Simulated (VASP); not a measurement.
Input of a VASP 6.6.1 run:

File INCAR:

```
SYSTEM = GaP
PREC     = Accurate       ! precision mode
ENCUT    = 520            ! plane-wave cutoff, eV
EDIFF    = 1E-6           ! SCF threshold, eV
ISMEAR   = -1             ! smearing method
SIGMA    = 0.05           ! smearing width, eV
LREAL    = .FALSE.        ! projectors in reciprocal space
LASPH    = .TRUE.         ! aspherical terms in the spheres
NELM     = 100            ! most SCF steps
ALGO     = Normal         ! electronic algorithm
ISIF     = 2              ! what is computed and relaxed
LWAVE    = .FALSE.        ! write WAVECAR
LCHARG   = .FALSE.        ! write CHGCAR
GGA      = PE             ! functional
NBANDS   = 16             ! bands
```

Contents of KPOINTS:

```
regular mesh
0
G
  4 4 4
  0 0 0
```

POSCAR

```
GaP
1.0
    0.0000000000      2.7252500000      2.7252500000
    2.7252500000      0.0000000000      2.7252500000
    2.7252500000      2.7252500000      0.0000000000
Ga P
1 1
Direct
    0.0000000000      0.0000000000      0.0000000000
    0.7500000000      0.7500000000      0.7500000000
```

Potentials or basis: VASP PAW PBE potentials, release 64 (Ga_d, P).

Run with:

```console
$ cat potpaw_PBE.64/Ga_d/POTCAR potpaw_PBE.64/P/POTCAR > POTCAR
$ mpirun -np 1 vasp_std > vasp.out
```

Question: Estimate the pressure.

Answer: 2.8 GPa.

Question: What does it give for the band gap on the k mesh?

Answer: 1.63 eV, indirect (least direct gap 1.82 eV).

Caveat: the k points lie up to 0.50 Å⁻¹ apart. PBE gaps usually lie below the measured ones, often by a third to a half.
